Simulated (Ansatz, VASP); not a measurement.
**Two plane-wave programs on CuO2**

```
CELL_PARAMETERS angstrom
1.42674 -5.26285 0.00000
1.42674 5.26285 0.00000
0.00000 0.00000 4.34342
ATOMIC_POSITIONS crystal
Cu 0.16725 0.83275 0.75000
Cu 0.83275 0.16725 0.25000
O 0.78897 0.21103 0.75000
O 0.21103 0.78897 0.25000
O 0.55149 0.44851 0.75000
O 0.44851 0.55149 0.25000
```

Alike in both runs: functional PBEsol; k mesh 8 × 8 × 5; occupations fermi-dirac, width 0.05 eV; no spin polarisation.

|  | VASP | Ansatz |
| --- | --- | --- |
| version | VASP 6.6.1 | Ansatz 0.2.0 |
| potentials or method | VASP PAW PBE potentials, release 64 (Cu_sv_GW, O) | Ansatz PAW |
| plane-wave cutoff (eV) | 700 | 420 |
| valence electrons in the cell | 62 | 62 |
| task | single point | band structure |

|  | VASP | Ansatz | Ansatz less VASP |
| --- | --- | --- | --- |
| gap on the k mesh at the Fermi level (eV) | none | none | - |
| pressure (GPa) | -13.2 | -11.7 | +1.49 |
| traceless stress, the component that is largest in VASP (GPa) | 3.31 | 3.61 | +0.305 |
| rms of the force components (eV/Å) | 0.303 | 0.319 | +0.0158 |

VASP's potentials were made for PBE, not for PBEsol. Atom by atom the forces differ by 0.017 eV/Å (rms over components). A gap of «none» marks a metal or a gap that the smearing closes. With one functional, cell and mesh, what is left measures potentials, basis and numerics.
